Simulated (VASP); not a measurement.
# HfC (WC type) (P-6m2) in VASP: further runs

Runs on HfC (WC type). Level: PBE. Tasks: relaxation of cell and atoms.

Everything below comes from runs of VASP 6.6.1. Logs are shortened: lines on timing, memory, paths and dates and some standing lists are left out, and cuts for length are marked.

## (1) The cell of the first run

It takes space group P-6m2 (No. 187, hexagonal). The conventional cell has a = 2.943 Å, b = 2.943 Å, c = 2.884 Å, α = 90.00°, β = 90.00°, γ = 120.00°. Within 3.0 Å of Hf (site symmetry -6m2) lie 6 C at 2.23 Å and 8 Hf at 2.88 to 2.94 Å. C (site symmetry -6m2) has 6 Hf at 2.23 Å and 8 C at 2.88 to 2.94 Å within 3.0 Å.

## (2) Relaxation of cell and atoms, PBE, target pressure 47 GPa, at which the enthalpy is minimised

The input, INCAR:

```
  PREC = Accurate
  ENCUT = 600
  EDIFF = 1E-7
  ISMEAR = -1
  SIGMA = 0.1
  LREAL = False
  LASPH = True
  NELM = 60
  ALGO = Normal
  ISIF = 3
  LWAVE = False
  LCHARG = False
  GGA = PE
  IBRION = 2
  NSW = 60
  EDIFFG = -0.005
  PSTRESS = 470.0
```

The input, KPOINTS:

```
Automatic mesh
0
Gamma
  15 15 14
```

The input, POSCAR:

```
HfC
1.0
    2.9430001084      0.0000000000      0.0000000000
   -1.4715000542      2.5487128573      0.0000000000
    0.0000000000      0.0000000000      2.8841401063
Hf C
1 1
Direct
    0.0000000000      0.0000000000      0.0000000000
    0.3333333333      0.6666666667      0.5000000000
```

Potentials or basis: VASP PAW PBE potentials, release 64 (Hf_pv, C).

The run is started by

```bash
$ cat potpaw_PBE.64/Hf_pv/POTCAR potpaw_PBE.64/C/POTCAR > POTCAR
$ mpirun -np 1 vasp_std > vasp.out
```

OUTCAR:

```text
PREC = Accurate
   ENCUT = 600
   EDIFF = 1E-7
   ISMEAR = -1
   LREAL = False
   LASPH = True
   NELM = 60
   ISIF = 3
   GGA = PE
   IBRION = 2
   NSW = 60
   EDIFFG = -0.005
   PSTRESS = 470.0

 ion  position               nearest neighbor table
   1  0.000  0.000  0.000-   2 2.23   2 2.23   2 2.23   2 2.23   2 2.23   2 2.23
   2  0.333  0.667  0.500-   1 2.23   1 2.23   1 2.23   1 2.23   1 2.23   1 2.23

  LATTYP: Found a hexagonal cell.
 ALAT       =     2.9430001084
 C/A-ratio  =     0.9800000000

  Lattice vectors:

 A1 = (   2.9430001084,   0.0000000000,   0.0000000000)
 A2 = (  -1.4715000542,   2.5487128573,   0.0000000000)
 A3 = (   0.0000000000,   0.0000000000,   2.8841401063)

Analysis of symmetry for initial positions (statically):
=====================================================================
 Subroutine PRICEL returns:
 Original cell was already a primitive cell.

 Routine SETGRP: Setting up the symmetry group for a
 hexagonal supercell.

 Subroutine GETGRP returns: Found 12 space group operations
 (whereof 12 operations were pure point group operations)
 out of a pool of 24 trial point group operations.

The static configuration has the point symmetry D_3h.

Analysis of symmetry for dynamics (positions and initial velocities):
=====================================================================
 Subroutine PRICEL returns:
 Original cell was already a primitive cell.

 Routine SETGRP: Setting up the symmetry group for a
 hexagonal supercell.

 Subroutine GETGRP returns: Found 12 space group operations
 (whereof 12 operations were pure point group operations)
 out of a pool of 24 trial point group operations.

The dynamic configuration has the point symmetry D_3h.

 Subroutine INISYM returns: Found 12 space group operations
 (whereof 12 operations are pure point group operations),
 and found     1 'primitive' translations

----------------------------------------------------------------------------------------

                                     Primitive cell

  volume of cell :      21.6335

  direct lattice vectors                    reciprocal lattice vectors
     2.943000108  0.000000000  0.000000000     0.339789318  0.196177454  0.000000000
    -1.471500054  2.548712857  0.000000000     0.000000000  0.392354909  0.000000000
     0.000000000  0.000000000  2.884140106     0.000000000  0.000000000  0.346723794

  length of vectors
     2.943000108  2.943000108  2.884140106     0.392354909  0.392354909  0.346723794

  position of ions in fractional coordinates (direct lattice)
     0.000000000  0.000000000  0.000000000
     0.333333333  0.666666667  0.500000000

  ion indices of the primitive-cell ions
   primitive index   ion index
                 1           1
                 2           2

----------------------------------------------------------------------------------------

 KPOINTS: Automatic mesh

Automatic generation of k-mesh.
 Grid dimensions read from file:
 generate k-points for:   15   15   14

 Generating k-lattice:

  Cartesian coordinates                     Fractional coordinates (reciprocal lattice)
     0.022652621  0.013078497  0.000000000     0.066666667  0.000000000  0.000000000
     0.000000000  0.026156994  0.000000000     0.000000000  0.066666667  0.000000000
     0.000000000  0.000000000  0.024765985     0.000000000  0.000000000  0.071428571

  Length of vectors
     0.026156994  0.026156994  0.024765985

  Shift w.r.t. Gamma in fractional coordinates (k-lattice)
     0.000000000  0.000000000  0.000000000

 Subroutine IBZKPT returns following result:
 ===========================================

 Found    216 irreducible k-points:

 Following reciprocal coordinates:
            Coordinates               Weight
  0.000000  0.000000  0.000000      1.000000
  0.066667  0.000000  0.000000      6.000000
  0.133333  0.000000  0.000000      6.000000
  0.200000  0.000000  0.000000      6.000000
  0.266667  0.000000  0.000000      6.000000
  0.333333  0.000000  0.000000      6.000000
[... 16 lines left out ...]
  0.333333  0.200000  0.000000     12.000000
  0.400000  0.200000  0.000000      6.000000
 [... further k-points ...]
   k-points           NKPTS =    216   k-points in BZ     NKDIM =    216   number of bands    NBANDS=     11
   number of dos      NEDOS =    301   number of ions     NIONS =      2
   total plane-waves  NPLWV =  13824
   dimension x,y,z NGX =    24 NGY =   24 NGZ =   24
   dimension x,y,z NGXF=    48 NGYF=   48 NGZF=   48
   ions per type =               1   1
   NGX,Y,Z   is equivalent  to a cutoff of  13.56, 13.56, 13.83 a.u.
   NGXF,Y,Z  is equivalent  to a cutoff of  27.11, 27.11, 27.67 a.u.
 SYSTEM =  unknown system
   PREC   = accura    normal or accurate (medium, high low for compatibility)
   ISTART =      0    job   : 0-new  1-cont  2-samecut
   ICHARG =      2    charge: 1-file 2-atom 10-const
   ISPIN  =      1    spin polarized calculation?
   LNONCOLLINEAR =      F non collinear calculations
   LSORBIT =      F    spin-orbit coupling
   LASPH  =      T    aspherical Exc in radial PAW
   ENCUT  =  600.0 eV  44.10 Ry    6.64 a.u.   5.88  5.88  5.76*2*pi/ulx,y,z
   NELM   =     60;   NELMIN=  2; NELMDL= -5     # of ELM steps
   EDIFF  = 0.1E-06   stopping-criterion for ELM
   LREAL  =      F    real-space projection
   EDIFFG = -.5E-02   stopping-criterion for IOM
   NSW    =     60    number of steps for IOM
   IBRION =      2    ionic relax: 0-MD 1-quasi-New 2-CG
   NFREE  =      1    steps in history (QN), initial steepest desc. (CG)
   ISIF   =      3    stress and relaxation
   ISYM   =      2    0-nonsym 1-usesym 2-fastsym
   POTIM  = 0.5000    time-step for ionic-motion
   TEBEG  =    0.0;   TEEND  =   0.0 temperature during run
   PSTRESS=  470.0 pullay stress
   NELECT =      14.0000    total number of electrons
   NUPDOWN=      -1.0000    fix difference up-down
   EMIN   =  10.00;   EMAX   =-10.00  energy-range for DOS
   EFERMI =   0.00;   METHOD = LEGACY
   ISMEAR =    -1;   SIGMA  =   0.10  broadening in eV -4-tet -1-fermi 0-gaus
   EFERMI_NEDOS =   21; number of points for ismear=-14 and -15
   IALGO  =     38    algorithm
   IMIX   =      4    mixing-type and parameters
     AMIX     =   0.40;   BMIX     =  1.00
     AMIX_MAG =   1.60;   BMIX_MAG =  1.00
  volume/ion in A,a.u.               =      10.82        73.00
  Fermi-wavevector in a.u.,A,eV,Ry     =   1.416038  2.675924 27.281918  2.005164
  Thomas-Fermi vector in A             =   2.537414
   LORBIT       =      0    0 simple, 1 ext, 2 COOP (PROOUT), +10 PAW based schemes
   GGA     = PE    functional components
   LHFCALC =     F    Hartree Fock is set to
   AEXX    =    0.0000 exact exchange contribution
   IVDW    =     0    specifies the selected vdW correction
   LEPSILON=     F    determine dielectric tensor
   LRPA    =     F    only Hartree local field effects (RPA)
 conjugate gradient relaxation of ions
 non-spin polarized calculation
  energy-cutoff  :      600.00
  volume of cell :       21.63
 maximum number of plane-waves:       736
 NGX is ok and might be reduce to    24
   NGX = 11   NGY = 11   NGZ = 11

--------------------------------------- Ionic step        1  -------------------------------------------

 number of electron      14.0000001 magnetization

 Free energy of the ion-electron system (eV)
  ---------------------------------------------------
  ext. energy  EPLUGINS =         0.00000000
  ---------------------------------------------------
  free energy    TOTEN  =       -18.71452167 eV

  energy without entropy =      -18.69765747  energy(sigma->0) =      -18.70608957

------------------------ aborting loop because EDIFF is reached ----------------------------------------

  FORCE on cell =-STRESS in cart. coord.  units (eV):
  Direction    XX          YY          ZZ          XY          YZ          ZX
  --------------------------------------------------------------------------------------
  -------------------------------------------------------------------------------------
  Total        8.8509473      8.8509473      4.3163442      0.0000000      0.0000000      0.0000000
  in kB      655.5001479    655.5001480    319.6679604      0.0000000      0.0000000      0.0000000
  external PRESSURE =      73.5560855 kB  Pullay stress =     470.0000000 kB
[... 251 lines left out ...]
  enthalpy is  TOTEN    =       -12.4786727530 eV   P V=        6.5139413724

--------------------------------------- Ionic step        8  -------------------------------------------

 number of electron      14.0000002 magnetization

 Free energy of the ion-electron system (eV)
  ---------------------------------------------------
  ext. energy  EPLUGINS =         0.00000000
  ---------------------------------------------------
  free energy    TOTEN  =       -18.99418251 eV

  energy without entropy =      -18.98271995  energy(sigma->0) =      -18.98845123

 E-fermi :   6.8355     XC(G=0): -12.8509

 val. band max:        6.8305491390   @ k =   0.3333   0.0000   0.0000
 cond. band min:       6.9027553645   @ k =   0.2667   0.0000   0.0714
 fundamental gap:      0.0722062255
 Fermi energy:         6.8354577449

 k-point     1 :       0.0000    0.0000    0.0000
  band No.  band energies     occupation
      1     -22.1795      2.00000
      2     -22.1795      2.00000
      3     -21.7846      2.00000
      4      -5.8732      2.00000
      5       5.0387      2.00000
      6       5.0387      2.00000
      7       5.2490      2.00000
      8       8.7076      0.00000
      9      13.1338      0.00000
     10      14.2851      0.00000
     11      14.2851      0.00000
[... 309 lines left out ...]
 k-point    24 :       0.4000    0.2000    0.0000
  band No.  band energies     occupation
      1     -23.1975      2.00000
      2     -22.6987      2.00000
      3     -21.6196      2.00000
      4      -2.3191      2.00000
      5       2.0370      2.00000
      6       4.6560      2.00000
      7       5.9670      1.99966
      8       8.6322      0.00000
      9      11.7761      0.00000
     10      11.9827      0.00000
     11      13.8472      0.00000

 [... further k-points ...]

------------------------ aborting loop because EDIFF is reached ----------------------------------------

  FORCE on cell =-STRESS in cart. coord.  units (eV):
  Direction    XX          YY          ZZ          XY          YZ          ZX
  --------------------------------------------------------------------------------------
  -------------------------------------------------------------------------------------
  Total        6.5100620      6.5100620      6.5234884      0.0000000      0.0000000     -0.0000000
  in kB      469.6070653    469.6070654    470.5755896      0.0000000      0.0000000     -0.0000000
  external PRESSURE =      -0.0700933 kB  Pullay stress =     470.0000000 kB
[... 17 lines left out ...]
  FREE ENERGIE OF THE ION-ELECTRON SYSTEM (eV)
  ---------------------------------------------------
  free  energy   TOTEN  =       -18.9941825106 eV

  energy  without entropy=      -18.9827199493  energy(sigma->0) =      -18.98845123

  enthalpy is  TOTEN    =       -12.4786733863 eV   P V=        6.5155091243

 reached required accuracy - stopping structural energy minimisation
```

Run time: 2.3 min. Hardware: 1 thread of Intel Xeon Platinum 8488C (Sapphire Rapids), shared host; peak memory 0.21 GiB.

What came out:

- Free energy: -18.9942 eV
- Relaxed volume: 11.11 Å³/atom
- Relaxed cell: a = 3.033 Å, b = 3.033 Å, c = 2.787 Å, α = 90.00°, β = 90.00°, γ = 120.00°
- Space group after relaxing (to 0.1 Å): P-6m2 (No. 187)
- Energy change on relaxing (the run minimises the enthalpy): -139.8 meV/atom
- Ionic steps: 8
- Pressure after relaxing: 47.0 GPa
- Band gap on the k mesh: zero (bands 7 and 8 overlap by 0.52 eV)

Step by step:
| step | energy change (eV) | largest force (eV/Å) | pressure (GPa) | volume (Å³) |
| --- | --- | --- | --- | --- |
| 1 | 0.0000 | 0.0000 | 54.36 | 21.63 |
| 2 | -0.4754 | 0.0000 | 34.85 | 23.14 |
| 3 | -0.3479 | 0.0000 | 42.74 | 22.46 |
| 4 | -0.3432 | 0.0000 | 42.94 | 22.44 |
| 5 | -0.1140 | 0.0000 | 56.36 | 21.71 |
| 6 | -0.2794 | 0.0000 | 46.98 | 22.21 |
| 7 | -0.2781 | 0.0000 | 47.06 | 22.21 |
| 8 | -0.2797 | 0.0000 | 46.99 | 22.21 |

Final structure:
```yaml
crystal:
  lattice:
    - [3.03329, 0.00000, 0.00000]
    - [-1.51664, 2.62690, 0.00000]
    - [0.00000, 0.00000, 2.78743]
  atoms:
    - { symbol: Hf, position: [0.00000, 0.00000, 0.00000] }
    - { symbol: C, position: [0.33333, 0.66667, 0.50000] }
```

Caveat: the cell is relaxed towards a set pressure, so the run minimises the enthalpy, not the energy; spin-orbit coupling is left out, which moves the levels of the heavy elements.

## (3) Relaxation of cell and atoms, PBE, target pressure 47 GPa, at which the enthalpy is minimised

This run uses another cell than the first one, of 11.12 Å³/atom.

The input, INCAR:

```
SYSTEM = HfC
PREC = Accurate ; ENCUT = 600
EDIFF = 1E-7 ; ISMEAR = -1
SIGMA = 0.1 ; LREAL = .False.
LASPH = .True. ; NELM = 80
ALGO = Normal ; ISIF = 3
LWAVE = .False. ; LCHARG = .False.
GGA = PE ; IBRION = 2
NSW = 32 ; EDIFFG = -0.005
PSTRESS = 470.0
```

The input, KPOINTS:

```
Automatic mesh
0
Gamma
  15 15 14
  0 0 0
```

The input, POSCAR:

```
HfC
1.0
    3.0331169449      0.0000000000      0.0000000000
   -1.5165584724      2.6267563269      0.0000000000
    0.0000000000      0.0000000000      2.7924540108
Hf C
1 1
Direct
    0.0000000000      0.0000000000      0.0000000000
    0.3333333333      0.6666666667      0.5000000000
```

Potentials or basis: VASP PAW PBE potentials, release 64 (Hf_pv, C).

The run is started by

```bash
$ cat potpaw_PBE.64/Hf_pv/POTCAR potpaw_PBE.64/C/POTCAR > POTCAR
$ mpirun -np 1 vasp_std > vasp.out
```

OUTCAR:

```text
SYSTEM = HfC
   PREC = Accurate
   ENCUT = 600
   EDIFF = 1E-7
   ISMEAR = -1
   LREAL = .False.
   LASPH = .True.
   NELM = 80
   ISIF = 3
   GGA = PE
   IBRION = 2
   NSW = 32
   EDIFFG = -0.005
   PSTRESS = 470.0

 ion  position               nearest neighbor table
   1  0.000  0.000  0.000-   2 2.24   2 2.24   2 2.24   2 2.24   2 2.24   2 2.24
   2  0.333  0.667  0.500-   1 2.24   1 2.24   1 2.24   1 2.24   1 2.24   1 2.24

  LATTYP: Found a hexagonal cell.
 ALAT       =     3.0331169449
 C/A-ratio  =     0.9206549109

  Lattice vectors:

 A1 = (   3.0331169449,   0.0000000000,   0.0000000000)
 A2 = (  -1.5165584724,   2.6267563269,   0.0000000000)
 A3 = (   0.0000000000,   0.0000000000,   2.7924540108)

Analysis of symmetry for initial positions (statically):
[... 457 lines left out ...]
  band No.  band energies     occupation
      1     -22.1772      2.00000
      2     -22.1772      2.00000
      3     -21.7830      2.00000
      4      -5.8727      2.00000
      5       5.0410      2.00000
      6       5.0410      2.00000
      7       5.2496      2.00000
      8       8.7072      0.00000
      9      13.1380      0.00000
     10      14.2868      0.00000
     11      14.2868      0.00000
[... 309 lines left out ...]
 k-point    24 :       0.4000    0.2000    0.0000
  band No.  band energies     occupation
      1     -23.1963      2.00000
      2     -22.6970      2.00000
      3     -21.6177      2.00000
      4      -2.3172      2.00000
      5       2.0381      2.00000
      6       4.6574      2.00000
      7       5.9655      1.99967
      8       8.6345      0.00000
      9      11.7756      0.00000
     10      11.9868      0.00000
     11      13.8492      0.00000

 [... further k-points ...]

------------------------ aborting loop because EDIFF is reached ----------------------------------------

  FORCE on cell =-STRESS in cart. coord.  units (eV):
  Direction    XX          YY          ZZ          XY          YZ          ZX
  --------------------------------------------------------------------------------------
  -------------------------------------------------------------------------------------
  Total        6.5155430      6.5155430      6.5187895      0.0000000     -0.0000000      0.0000000
  in kB      470.0774480    470.0774480    470.3116704      0.0000000     -0.0000000      0.0000000
  external PRESSURE =       0.1555221 kB  Pullay stress =     470.0000000 kB
[... 21 lines left out ...]
  energy  without entropy=      -18.9821599858  energy(sigma->0) =      -18.98789284

  enthalpy is  TOTEN    =       -12.4791561225 eV   P V=        6.5144695650

 reached required accuracy - stopping structural energy minimisation
```

CONTCAR:

```text
HfC
   1.00000000000000
     3.0329043104183371    0.0000000000080970    0.0000000000000000
    -1.5164521551521597    2.6265721800240125   -0.0000000000000000
     0.0000000000000000    0.0000000000000000    2.7876852395558047
  Hf              C
     1     1
Direct
     0.0000000000000000    0.0000000000000000    0.0000000000000000
     0.3333333332999970    0.6666666667000030    0.5000000000000000

  0.00000000E+00  0.00000000E+00  0.00000000E+00
  0.00000000E+00  0.00000000E+00  0.00000000E+00
```

Run time: 2.1 min. Hardware: 1 thread of Intel Xeon Platinum 8488C (Sapphire Rapids), shared host; peak memory 0.21 GiB.

Results:

```
Free energy                                                : -18.9936 eV
Relaxed volume                                             : 11.10 Å³/atom
Relaxed cell                                               : a = 3.033 Å, b = 3.033 Å, c = 2.788 Å, α = 90.00°, β = 90.00°, γ = 120.00°
Space group after relaxing (to 0.1 Å)                      : P-6m2 (No. 187)
Energy change on relaxing (the run minimises the enthalpy) : +5.9 meV/atom
Ionic steps                                                : 8
Pressure after relaxing                                    : 47.0 GPa
Band gap on the k mesh                                     : zero (bands 7 and 8 overlap by 0.52 eV)
```

Step by step:
| step | energy change (eV) | largest force (eV/Å) | pressure (GPa) | volume (Å³) |
| --- | --- | --- | --- | --- |
| 1 | 0.0000 | 0.0000 | 46.26 | 22.25 |
| 2 | 0.0490 | 0.0000 | 49.18 | 22.08 |
| 3 | 0.0136 | 0.0000 | 47.09 | 22.20 |
| 4 | 0.0138 | 0.0000 | 47.08 | 22.20 |
| 5 | 0.0199 | 0.0000 | 47.46 | 22.18 |
| 6 | 0.0141 | 0.0000 | 47.12 | 22.20 |
| 7 | 0.0104 | 0.0000 | 46.96 | 22.21 |
| 8 | 0.0119 | 0.0000 | 47.02 | 22.21 |

Final structure:
```xyz
2
Lattice="3.0329 0.0000 0.0000 -1.5165 2.6266 0.0000 0.0000 0.0000 2.7877" Properties=species:S:1:pos:R:3 pbc="T T T"
Hf    0.0000    0.0000    0.0000
C     0.0000    1.7510    1.3938
```

Caveat: the cell is relaxed towards a set pressure, so the run minimises the enthalpy, not the energy; spin-orbit coupling is left out, which moves the levels of the heavy elements.

The gap in the log of VASP goes by the Fermi energy; the results here count the filled bands.